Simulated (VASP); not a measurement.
# PbS in VASP: single point with PBE

Aim: the single point of PbS with PBE.

Program: VASP 6.6.1. These are calculated values, not measurements. Logs are shortened: lines on timing, memory, paths and dates and some standing lists are left out, and cuts for length are marked.

## Step 1: The cell of the first run

The typed cell holds 2 atoms: a = 4.248 Å, b = 4.248 Å, c = 4.248 Å, α = 120.01°, β = 120.01°, γ = 89.99°.

## Step 2: Single point, PBE

File POSCAR:

```
PbS
1.0
   -2.1240616417      2.1240616417      3.0043599809
    2.1240616417     -2.1240616417      3.0043599809
    2.1240616417      2.1240616417     -3.0043599809
Pb S
1 1
Direct
    0.5000000000      0.5000000000      0.0000000000
    0.0000000000      0.0000000000      0.0000000000
```

File INCAR.step1:

```
SYSTEM = PbS
PREC = Accurate ; ENCUT = 520
EDIFF = 1E-6 ; ISMEAR = 0
SIGMA = 0.02 ; LREAL = .False.
LASPH = .True. ; NELM = 60
ALGO = Normal ; ISIF = 2
LWAVE = .False. ; LCHARG = .True.
GGA = PE ; NBANDS = 17
```

File KPOINTS.step1:

```
regular mesh
0
Gamma
  12 12 12
  0 0 0
```

File INCAR.step2:

```
SYSTEM = PbS
PREC = Accurate ; ENCUT = 520
EDIFF = 1E-6 ; ISMEAR = -5
SIGMA = 0.02 ; LREAL = .False.
LASPH = .True. ; NELM = 60
ALGO = Normal ; ISIF = 2
LWAVE = .False. ; LCHARG = .False.
GGA = PE ; LORBIT = 10
NBANDS = 17 ; NEDOS = 1001
ICHARG = 11
```

File KPOINTS.step2:

```
regular mesh
0
Gamma
  18 18 18
  0 0 0
```

Potentials or basis: VASP PAW PBE potentials, release 64 (Pb_d, S).

On the command line:

```console
$ cat potpaw_PBE.64/Pb_d/POTCAR potpaw_PBE.64/S/POTCAR > POTCAR
$ cp INCAR.step1 INCAR
$ cp KPOINTS.step1 KPOINTS
$ mpirun -np 1 vasp_std > vasp.out
$ cp INCAR.step2 INCAR
$ cp KPOINTS.step2 KPOINTS
$ mpirun -np 1 vasp_std > vasp.out
```

OUTCAR:

```text
SYSTEM = PbS
   PREC = Accurate
   ENCUT = 520
   EDIFF = 1E-6
   ISMEAR = -5
   LREAL = .False.
   LASPH = .True.
   NELM = 60
   ISIF = 2
   GGA = PE
   LORBIT = 10
   ICHARG = 11

 ion  position               nearest neighbor table
   1  0.500  0.500  0.000-   2 3.00   2 3.00   2 3.00   2 3.00   2 3.00   2 3.00
   2  0.000  0.000  0.000-   1 3.00   1 3.00   1 3.00   1 3.00   1 3.00   1 3.00

  LATTYP: Found a body centered tetragonal cell.
 ALAT       =     4.2481232834
 C/A-ratio  =     1.4144410510

  Lattice vectors:

 A1 = (  -2.1240616417,   2.1240616417,   3.0043599809)
 A2 = (   2.1240616417,  -2.1240616417,   3.0043599809)
 A3 = (   2.1240616417,   2.1240616417,  -3.0043599809)

Analysis of symmetry for initial positions (statically):
=====================================================================
 Subroutine PRICEL returns:
 Original cell was already a primitive cell.

 Routine SETGRP: Setting up the symmetry group for a
 body centered tetragonal supercell.

 Subroutine GETGRP returns: Found 16 space group operations
 (whereof 16 operations were pure point group operations)
 out of a pool of 16 trial point group operations.

The static configuration has the point symmetry D_4h.

Analysis of symmetry for dynamics (positions and initial velocities):
=====================================================================
 Subroutine PRICEL returns:
 Original cell was already a primitive cell.

 Routine SETGRP: Setting up the symmetry group for a
 body centered tetragonal supercell.

 Subroutine GETGRP returns: Found 16 space group operations
 (whereof 16 operations were pure point group operations)
 out of a pool of 16 trial point group operations.

The dynamic configuration has the point symmetry D_4h.

 Subroutine INISYM returns: Found 16 space group operations
 (whereof 16 operations are pure point group operations),
 and found     1 'primitive' translations

----------------------------------------------------------------------------------------

                                     Primitive cell

  volume of cell :      54.2183

  direct lattice vectors                    reciprocal lattice vectors
    -2.124061642  2.124061642  3.004359981     0.000000000  0.235398065  0.166424797
     2.124061642 -2.124061642  3.004359981     0.235398065  0.000000000  0.166424797
     2.124061642  2.124061642 -3.004359981     0.235398065  0.235398065  0.000000000

  length of vectors
     4.248464971  4.248464971  4.248464971     0.288287117  0.288287117  0.332903136

  position of ions in fractional coordinates (direct lattice)
     0.500000000  0.500000000  0.000000000
[... 89 lines left out ...]
   TEBEG  =    0.0;   TEEND  =   0.0 temperature during run
   PSTRESS=    0.0 pullay stress
   NELECT =      20.0000    total number of electrons
   NUPDOWN=      -1.0000    fix difference up-down
   EMIN   =  10.00;   EMAX   =-10.00  energy-range for DOS
   EFERMI =   0.00;   METHOD = LEGACY
   ISMEAR =    -5;   SIGMA  =   0.02  broadening in eV -4-tet -1-fermi 0-gaus
   EFERMI_NEDOS =   21; number of points for ismear=-14 and -15
   IALGO  =     38    algorithm
   IMIX   =      4    mixing-type and parameters
     AMIX     =   0.40;   BMIX     =  1.00
     AMIX_MAG =   1.60;   BMIX_MAG =  1.00
  volume/ion in A,a.u.               =      27.11       182.94
  Fermi-wavevector in a.u.,A,eV,Ry     =   1.174094  2.218715 18.755578  1.378496
  Thomas-Fermi vector in A             =   2.310496
   LORBIT       =     10    0 simple, 1 ext, 2 COOP (PROOUT), +10 PAW based schemes
   GGA     = PE    functional components
   LHFCALC =     F    Hartree Fock is set to
   AEXX    =    0.0000 exact exchange contribution
   IVDW    =     0    specifies the selected vdW correction
   LEPSILON=     F    determine dielectric tensor
   LRPA    =     F    only Hartree local field effects (RPA)
 non-spin polarized calculation
 Fermi weights with tetrahedron method with Bloechl corrections
  energy-cutoff  :      520.00
  volume of cell :       54.22
 maximum number of plane-waves:      1476

 number of electron      20.0000003 magnetization

 Free energy of the ion-electron system (eV)
  ---------------------------------------------------
  ext. energy  EPLUGINS =         0.00000000
  ---------------------------------------------------
  free energy    TOTEN  =        -8.76944456 eV

  energy without entropy =       -8.76944456  energy(sigma->0) =       -8.76944456

 E-fermi :   5.2867     XC(G=0):  -9.5022

 val. band max:        5.2871962487   @ k =   0.5000   0.0000   0.0000
 cond. band min:       5.7849024228   @ k =   0.5000   0.0000   0.0000
 fundamental gap:      0.4977061741
 Fermi energy:         5.2866914168

 k-point     1 :       0.0000    0.0000    0.0000
  band No.  band energies     occupation
      1     -11.4401      2.00000
      2     -11.4401      2.00000
      3     -11.4400      2.00000
      4     -11.4268      2.00000
      5     -11.4267      2.00000
      6      -7.9317      2.00000
[... 457 lines left out ...]
      4     -11.4253      2.00000
      5     -11.4186      2.00000
      6      -7.5884      2.00000
[... 9 lines left out ...]
     16      13.3652      0.00000
     17      16.1510      0.00000

 [... further k-points ...]

------------------------ aborting loop because EDIFF is reached ----------------------------------------

  FORCE on cell =-STRESS in cart. coord.  units (eV):
  Direction    XX          YY          ZZ          XY          YZ          ZX
  --------------------------------------------------------------------------------------
  -------------------------------------------------------------------------------------
  Total       -0.0126086     -0.0126086     -0.0184812      0.0000000     -0.0000000      0.0000000
  in kB       -0.3725894     -0.3725894     -0.5461267      0.0000000     -0.0000000      0.0000000
  external PRESSURE =      -0.4304351 kB  Pullay stress =       0.0000000 kB

 VOLUME and BASIS-vectors are now :
 -----------------------------------------------------------------------------
  energy-cutoff  :      520.00
  volume of cell :       54.22
      direct lattice vectors                 reciprocal lattice vectors
    -2.124061642  2.124061642  3.004359981     0.000000000  0.235398065  0.166424797
     2.124061642 -2.124061642  3.004359981     0.235398065  0.000000000  0.166424797
     2.124061642  2.124061642 -3.004359981     0.235398065  0.235398065  0.000000000

 POSITION                                       TOTAL-FORCE (eV/Angst)
 -----------------------------------------------------------------------------------
      0.00000      0.00000      3.00436         0.000000     -0.000000      0.000000
      0.00000      0.00000      0.00000        -0.000000      0.000000     -0.000000
 -----------------------------------------------------------------------------------
    total drift:                               -0.000000      0.000000     -0.000000

  FREE ENERGIE OF THE ION-ELECTRON SYSTEM (eV)
  ---------------------------------------------------
  free  energy   TOTEN  =        -8.7694445589 eV

  energy  without entropy=       -8.7694445589  energy(sigma->0) =       -8.76944456

 total charge

# of ion       s       p       d       tot
------------------------------------------
    1        1.489   0.484   9.843  11.816
    2        1.349   2.331   0.000   3.680
--------------------------------------------------
tot          2.838   2.816   9.843  15.496
```

OUTCAR.step1:

```text
SYSTEM = PbS
   PREC = Accurate
   ENCUT = 520
   EDIFF = 1E-6
   ISMEAR = 0
   LREAL = .False.
   LASPH = .True.
[... 702 lines left out ...]
      0.00000      0.00000      3.00436         0.000000      0.000000      0.000000
      0.00000      0.00000      0.00000        -0.000000     -0.000000     -0.000000
 -----------------------------------------------------------------------------------
    total drift:                               -0.000000      0.000000     -0.000000

  FREE ENERGIE OF THE ION-ELECTRON SYSTEM (eV)
  ---------------------------------------------------
  free  energy   TOTEN  =        -8.7694336140 eV

  energy  without entropy=       -8.7694336140  energy(sigma->0) =       -8.76943361
```

OSZICAR.step1:

```text
N       E                     dE             d eps       ncg     rms          rms(c)
DAV:   1     0.152186119665E+03    0.15219E+03   -0.96985E+03  5558   0.122E+03
DAV:   2     0.236496835150E+01   -0.14982E+03   -0.14441E+03  5900   0.309E+02
DAV:   3    -0.900505991008E+01   -0.11370E+02   -0.11202E+02  7136   0.878E+01
DAV:   4    -0.927824482389E+01   -0.27318E+00   -0.27293E+00  7198   0.151E+01
DAV:   5    -0.928727340060E+01   -0.90286E-02   -0.90278E-02  8048   0.274E+00    0.435E+00
DAV:   6    -0.876436438399E+01    0.52291E+00   -0.15160E+00  8753   0.801E+00    0.306E+00
DAV:   7    -0.876598211113E+01   -0.16177E-02   -0.14651E-01  6745   0.188E+00    0.182E+00
DAV:   8    -0.876989616088E+01   -0.39140E-02   -0.18082E-02  6651   0.142E+00    0.353E-01
DAV:   9    -0.876919839674E+01    0.69776E-03   -0.39793E-03  8863   0.532E-01    0.942E-02
DAV:  10    -0.876942956835E+01   -0.23117E-03   -0.42079E-04  6385   0.118E-01    0.741E-02
DAV:  11    -0.876943256228E+01   -0.29939E-05   -0.68667E-05  7910   0.897E-02    0.146E-02
DAV:  12    -0.876943358679E+01   -0.10245E-05   -0.45904E-06  7168   0.209E-02    0.304E-03
DAV:  13    -0.876943361399E+01   -0.27203E-07   -0.18058E-07  4754   0.460E-03
   1 F= -.87694336E+01 E0= -.87694336E+01  d E =-.103358E-17
```

Run time: 1.9 min. Hardware: 1 thread of Intel Xeon 6975P-C (Granite Rapids), shared host; peak memory 0.49 GiB.

Results:

```
Valence electrons inside the program's atomic spheres : Pb 11.82; S 3.68
```

Caveat: spin-orbit coupling is left out, which moves the levels of the heavy elements.
